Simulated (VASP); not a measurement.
# Si in VASP: single point with PBE+D3(BJ)

Aim: the single point of Si with PBE+D3(BJ).

Everything below comes from runs of VASP 6.6.1. Logs are shortened: lines on timing, memory, paths and dates and some standing lists are left out, and cuts for length are marked.

**1. The cell of the first run**

The cell holds a slab with vacuum, 4 atoms: a = 3.833 Å, b = 3.833 Å, c = 17.912 Å, α = 90.00°, β = 90.00°, γ = 120.00°.

**2. Single point, PBE+D3(BJ)**

Input file INCAR:

```
PREC = Accurate
ENCUT = 520
EDIFF = 1E-6
ISMEAR = 0
SIGMA = 0.05
LREAL = False
LASPH = True
NELM = 80
ALGO = Normal
ISIF = 2
LWAVE = False
LCHARG = True
LDIPOL = True
IDIPOL = 3
DIPOL = 0.5 0.5 0.502
GGA = PE
IVDW = 12
LELF = True
LVHAR = True
LVACPOTAV = True
NBANDS = 16
```

Input file KPOINTS:

```
regular mesh
0
Gamma
  9 9 1
```

Input file POSCAR:

```
Si
1.0
    3.8333442603      0.0000000000      0.0000000000
   -1.9166721302      3.3197735109      0.0000000000
    0.0000000000      0.0000000000     17.9123906026
Si
4
Direct
    0.3333333333      0.6666666667      0.3907909422
    0.0000000000      0.0000000000      0.4344745653
    0.0000000000      0.0000000000      0.5723735926
    0.6666666667      0.3333333333      0.6089853514
```

Potentials or basis: VASP PAW PBE potentials, release 64 (Si).

The run is started by

```sh
> cat potpaw_PBE.64/Si/POTCAR > POTCAR
> mpirun -np 1 vasp_std > vasp.out
```

OUTCAR:

```text
PREC = Accurate
   ENCUT = 520
   EDIFF = 1E-6
   ISMEAR = 0
   LREAL = False
   LASPH = True
   NELM = 80
   ISIF = 2
   GGA = PE
   IVDW = 12
 IVDW          = 12

 ion  position               nearest neighbor table
   1  0.333  0.667  0.391-   2 2.35   2 2.35   2 2.35
   2  0.000  0.000  0.434-   1 2.35   1 2.35   1 2.35   3 2.47
   3  0.000  0.000  0.572-   4 2.31   4 2.31   4 2.31   2 2.47
   4  0.667  0.333  0.609-   3 2.31   3 2.31   3 2.31

  LATTYP: Found a hexagonal cell.
 ALAT       =     3.8333442603
 C/A-ratio  =     4.6727842287

  Lattice vectors:

 A1 = (   3.8333442603,   0.0000000000,   0.0000000000)
 A2 = (  -1.9166721302,   3.3197735109,   0.0000000000)
 A3 = (   0.0000000000,   0.0000000000,  17.9123906026)

Analysis of symmetry for initial positions (statically):
=====================================================================
 Subroutine PRICEL returns:
 Original cell was already a primitive cell.

 Routine SETGRP: Setting up the symmetry group for a
 hexagonal supercell.

 Subroutine GETGRP returns: Found  6 space group operations
 (whereof  6 operations were pure point group operations)
 out of a pool of 24 trial point group operations.

The static configuration has the point symmetry C_3v.

Analysis of symmetry for dynamics (positions and initial velocities):
=====================================================================
 Subroutine PRICEL returns:
 Original cell was already a primitive cell.

 Routine SETGRP: Setting up the symmetry group for a
 hexagonal supercell.

 Subroutine GETGRP returns: Found  6 space group operations
 (whereof  6 operations were pure point group operations)
 out of a pool of 24 trial point group operations.

The dynamic configuration has the point symmetry C_3v.

 Subroutine INISYM returns: Found  6 space group operations
 (whereof  6 operations are pure point group operations),
 and found     1 'primitive' translations

----------------------------------------------------------------------------------------

                                     Primitive cell

  volume of cell :     227.9501

  direct lattice vectors                    reciprocal lattice vectors
     3.833344260  0.000000000  0.000000000     0.260868822  0.150612684  0.000000000
    -1.916672130  3.319773511  0.000000000     0.000000000  0.301225369  0.000000000
     0.000000000  0.000000000 17.912390603     0.000000000  0.000000000  0.055827277

  length of vectors
     3.833344260  3.833344260 17.912390603     0.301225369  0.301225369  0.055827277

  position of ions in fractional coordinates (direct lattice)
     0.333333333  0.666666667  0.390790942
     0.000000000  0.000000000  0.434474565
     0.000000000  0.000000000  0.572373593
     0.666666667  0.333333333  0.608985351

  ion indices of the primitive-cell ions
   primitive index   ion index
                 1           1
                 2           2
                 3           3
                 4           4

----------------------------------------------------------------------------------------

 KPOINTS: regular mesh

Automatic generation of k-mesh.
 Grid dimensions read from file:
 generate k-points for:    9    9    1

 Generating k-lattice:

  Cartesian coordinates                     Fractional coordinates (reciprocal lattice)
     0.028985425  0.016734743  0.000000000     0.111111111  0.000000000  0.000000000
     0.000000000  0.033469485  0.000000000     0.000000000  0.111111111  0.000000000
     0.000000000  0.000000000  0.055827277     0.000000000  0.000000000  1.000000000

  Length of vectors
     0.033469485  0.033469485  0.055827277

  Shift w.r.t. Gamma in fractional coordinates (k-lattice)
     0.000000000  0.000000000  0.000000000

 Subroutine IBZKPT returns following result:
 ===========================================

 Found     12 irreducible k-points:

 Following reciprocal coordinates:
            Coordinates               Weight
  0.000000  0.000000  0.000000      1.000000
  0.111111  0.000000  0.000000      6.000000
  0.222222  0.000000  0.000000      6.000000
  0.333333 -0.000000  0.000000      6.000000
  0.444444  0.000000  0.000000      6.000000
  0.111111  0.111111  0.000000      6.000000
  0.222222  0.111111  0.000000     12.000000
  0.333333  0.111111  0.000000     12.000000
  0.444444  0.111111  0.000000      6.000000
  0.222222  0.222222  0.000000      6.000000
  0.333333  0.222222  0.000000     12.000000
  0.333333  0.333333  0.000000      2.000000
   k-points           NKPTS =     12   k-points in BZ     NKDIM =     12   number of bands    NBANDS=     16
   number of dos      NEDOS =    301   number of ions     NIONS =      4
   total plane-waves  NPLWV = 126000
   dimension x,y,z NGX =    30 NGY =   30 NGZ =  140
   dimension x,y,z NGXF=    60 NGYF=   60 NGZF=  280
   ions per type =               4
   NGX,Y,Z   is equivalent  to a cutoff of  13.01, 13.01, 12.99 a.u.
   NGXF,Y,Z  is equivalent  to a cutoff of  26.02, 26.02, 25.99 a.u.
 SYSTEM =  unknown system
   PREC   = accura    normal or accurate (medium, high low for compatibility)
   ISTART =      0    job   : 0-new  1-cont  2-samecut
   ICHARG =      2    charge: 1-file 2-atom 10-const
   ISPIN  =      1    spin polarized calculation?
   LNONCOLLINEAR =      F non collinear calculations
   LSORBIT =      F    spin-orbit coupling
   LASPH  =      T    aspherical Exc in radial PAW
   ENCUT  =  520.0 eV  38.22 Ry    6.18 a.u.   7.13  7.13 33.31*2*pi/ulx,y,z
   NELM   =     80;   NELMIN=  2; NELMDL= -5     # of ELM steps
   EDIFF  = 0.1E-05   stopping-criterion for ELM
   LREAL  =      F    real-space projection
[... 7 lines left out ...]
   TEBEG  =    0.0;   TEEND  =   0.0 temperature during run
   PSTRESS=    0.0 pullay stress
   NELECT =      16.0000    total number of electrons
   NUPDOWN=      -1.0000    fix difference up-down
   EMIN   =  10.00;   EMAX   =-10.00  energy-range for DOS
   EFERMI =   0.00;   METHOD = LEGACY
   ISMEAR =     0;   SIGMA  =   0.05  broadening in eV -4-tet -1-fermi 0-gaus
   EFERMI_NEDOS =   21; number of points for ismear=-14 and -15
   IALGO  =     38    algorithm
   IMIX   =      4    mixing-type and parameters
     AMIX     =   0.40;   BMIX     =  1.00
     AMIX_MAG =   1.60;   BMIX_MAG =  1.00
  volume/ion in A,a.u.               =      56.99       384.57
  Fermi-wavevector in a.u.,A,eV,Ry     =   0.675307  1.276146  6.204803  0.456040
  Thomas-Fermi vector in A             =   1.752285
   LORBIT       =      0    0 simple, 1 ext, 2 COOP (PROOUT), +10 PAW based schemes
   GGA     = PE    functional components
   LHFCALC =     F    Hartree Fock is set to
   AEXX    =    0.0000 exact exchange contribution
   IVDW    =    12    specifies the selected vdW correction
   LEPSILON=     F    determine dielectric tensor
   LRPA    =     F    only Hartree local field effects (RPA)
 non-spin polarized calculation
 Gauss-broadening in eV      SIGMA  =   0.05
  energy-cutoff  :      520.00
  volume of cell :      227.95
 maximum number of plane-waves:      6201
 NGX is ok and might be reduce to    30
   NGX = 15   NGY = 15   NGZ = 67

 dipolmoment           0.000000      0.000000      0.082906 electrons x Angstroem

 number of electron      16.0000001 magnetization

 dipolmoment           0.000000      0.000000     -0.008729 electrons x Angstroem

 Free energy of the ion-electron system (eV)
  ---------------------------------------------------
  ext. energy  EPLUGINS =         0.00000000
  ---------------------------------------------------
  free energy    TOTEN  =       -19.62935489 eV

  energy without entropy =      -19.62717127  energy(sigma->0) =      -19.62826308

 E-fermi :  -1.1690     XC(G=0):  -4.1561

 val. band max:       -1.1713366145   @ k =   0.3333   0.3333   0.0000
 cond. band min:      -0.8031893836   @ k =   0.2222   0.2222   0.0000
 fundamental gap:      0.3681472309
 Fermi energy:        -1.1689859137

 k-point     1 :       0.0000    0.0000    0.0000
  band No.  band energies     occupation
      1     -12.4292      2.00000
      2     -11.2632      2.00000
      3      -6.1138      2.00000
      4      -2.5799      2.00000
      5      -1.9911      2.00000
      6      -1.9911      2.00000
[... 8 lines left out ...]
     15       2.5586      0.00000
     16       3.3514      0.00000

 k-point     2 :       0.1111    0.0000    0.0000
  band No.  band energies     occupation
      1     -12.2844      2.00000
      2     -11.1177      2.00000
      3      -6.0477      2.00000
      4      -3.0231      2.00000
      5      -2.6217      2.00000
      6      -2.2767      2.00000
[... 8 lines left out ...]
     15       3.1441      0.00000
     16       3.5249      0.00000

 k-point     3 :       0.2222    0.0000    0.0000
  band No.  band energies     occupation
      1     -11.8568      2.00000
      2     -10.6884      2.00000
      3      -6.0743      2.00000
      4      -4.5042      2.00000
      5      -3.9498      2.00000
      6      -2.8060      2.00000
[... 8 lines left out ...]
     15       4.0409      0.00000
     16       4.4500      0.00000

 k-point     4 :       0.3333   -0.0000    0.0000
  band No.  band energies     occupation
      1     -11.1773      2.00000
      2     -10.0114      2.00000
      3      -6.9787      2.00000
      4      -5.9025      2.00000
      5      -4.3569      2.00000
      6      -3.2480      2.00000
[... 8 lines left out ...]
     15       4.7731      0.00000
     16       5.2730      0.00000

 k-point     5 :       0.4444    0.0000    0.0000
  band No.  band energies     occupation
      1     -10.3948      2.00000
      2      -9.3225      2.00000
      3      -7.9391      2.00000
      4      -7.2601      2.00000
      5      -3.9175      2.00000
      6      -3.4864      2.00000
[... 8 lines left out ...]
     15       5.1602      0.00000
     16       5.8258      0.00000

 k-point     6 :       0.1111    0.1111    0.0000
  band No.  band energies     occupation
      1     -11.9980      2.00000
      2     -10.8299      2.00000
      3      -6.0074      2.00000
      4      -4.0055      2.00000
      5      -3.6253      2.00000
      6      -2.7403      2.00000
[... 8 lines left out ...]
     15       3.8473      0.00000
     16       4.2738      0.00000

 k-point     7 :       0.2222    0.1111    0.0000
  band No.  band energies     occupation
      1     -11.4408      2.00000
      2     -10.2709      2.00000
      3      -6.4854      2.00000
      4      -5.2534      2.00000
      5      -4.3561      2.00000
      6      -3.4780      2.00000
[... 8 lines left out ...]
     15       4.2249      0.00000
     16       4.4753      0.00000

 k-point     8 :       0.3333    0.1111    0.0000
  band No.  band energies     occupation
      1     -10.6746      2.00000
      2      -9.5211      2.00000
      3      -7.5811      2.00000
      4      -6.6460      2.00000
      5      -4.1513      2.00000
      6      -3.8762      2.00000
[... 8 lines left out ...]
     15       5.1443      0.00000
     16       5.5137      0.00000

 k-point     9 :       0.4444    0.1111    0.0000
  band No.  band energies     occupation
      1     -10.1062      2.00000
      2      -9.1321      2.00000
      3      -7.9741      2.00000
      4      -7.6119      2.00000
      5      -4.2076      2.00000
      6      -3.6387      2.00000
[... 8 lines left out ...]
     15       4.8589      0.00000
     16       6.0060      0.00000

 k-point    10 :       0.2222    0.2222    0.0000
  band No.  band energies     occupation
      1     -10.7808      2.00000
      2      -9.6090      2.00000
      3      -7.3016      2.00000
      4      -6.2905      2.00000
      5      -4.3700      2.00000
      6      -4.0771      2.00000
[... 8 lines left out ...]
     15       4.0205      0.00000
     16       4.3079      0.00000

 k-point    11 :       0.3333    0.2222    0.0000
  band No.  band energies     occupation
      1     -10.0139      2.00000
      2      -8.8964      2.00000
      3      -8.1047      2.00000
      4      -7.3387      2.00000
      5      -4.9039      2.00000
      6      -4.4074      2.00000
[... 8 lines left out ...]
     15       5.0193      0.00000
     16       5.4149      0.00000

 k-point    12 :       0.3333    0.3333    0.0000
  band No.  band energies     occupation
      1      -9.5633      2.00000
      2      -8.6166      2.00000
      3      -8.2591      2.00000
      4      -7.7893      2.00000
      5      -5.2642      2.00000
      6      -4.8843      2.00000
[... 8 lines left out ...]
     15       5.3457      0.00000
     16       5.9997      0.00000

------------------------ aborting loop because EDIFF is reached ----------------------------------------

 Edisp (eV)   -1.00924

 E8    (eV) :    -0.4385

  FORCE on cell =-STRESS in cart. coord.  units (eV):
  Direction    XX          YY          ZZ          XY          YZ          ZX
  --------------------------------------------------------------------------------------
  -------------------------------------------------------------------------------------
  Total      -0.61484    -0.61484    -0.48443     0.00000     0.00000     0.00000
  in kB      -4.32148    -4.32148    -3.40491     0.00000     0.00000     0.00000
  external pressure =       -4.02 kB  Pullay stress =        0.00 kB

 VOLUME and BASIS-vectors are now :
 -----------------------------------------------------------------------------
  energy-cutoff  :      520.00
  volume of cell :      227.95
      direct lattice vectors                 reciprocal lattice vectors
     3.833344260  0.000000000  0.000000000     0.260868822  0.150612684  0.000000000
    -1.916672130  3.319773511  0.000000000     0.000000000  0.301225369  0.000000000
     0.000000000  0.000000000 17.912390603     0.000000000  0.000000000  0.055827277

 POSITION                                       TOTAL-FORCE (eV/Angst)
 -----------------------------------------------------------------------------------
     -0.00000      2.21318      7.00000         0.000000      0.000000      0.580504
      0.00000      0.00000      7.78248         0.000000     -0.000000     -0.578140
      0.00000      0.00000     10.25258         0.000000      0.000000      0.004578
      1.91667      1.10659     10.90838        -0.000000      0.000000     -0.006942
 -----------------------------------------------------------------------------------
    total drift:                                0.000000     -0.000000     -0.000018

  FREE ENERGIE OF THE ION-ELECTRON SYSTEM (eV)
  ---------------------------------------------------
  free  energy   TOTEN  =       -20.6385962632 eV

  energy  without entropy=      -20.6364126409  energy(sigma->0) =      -20.63750445

 vacuum level on the upper side and lower side of the slab         3.647         3.771
```

Run time: 55 s. Hardware: 1 thread of Intel Xeon Platinum 8488C (Sapphire Rapids), shared host; peak memory 0.34 GiB.

Results:

```yaml
Free_energy: -20.6386 eV
Largest_force: 0.581 eV/Å
Dispersion_energy_per_atom: -0.252 eV
```

Forces in eV/Å, atoms in the order of the input:
```
Si   0.000  0.000  0.581
Si   0.000  0.000 -0.578
Si   0.000  0.000  0.005
Si   0.000  0.000 -0.007
```
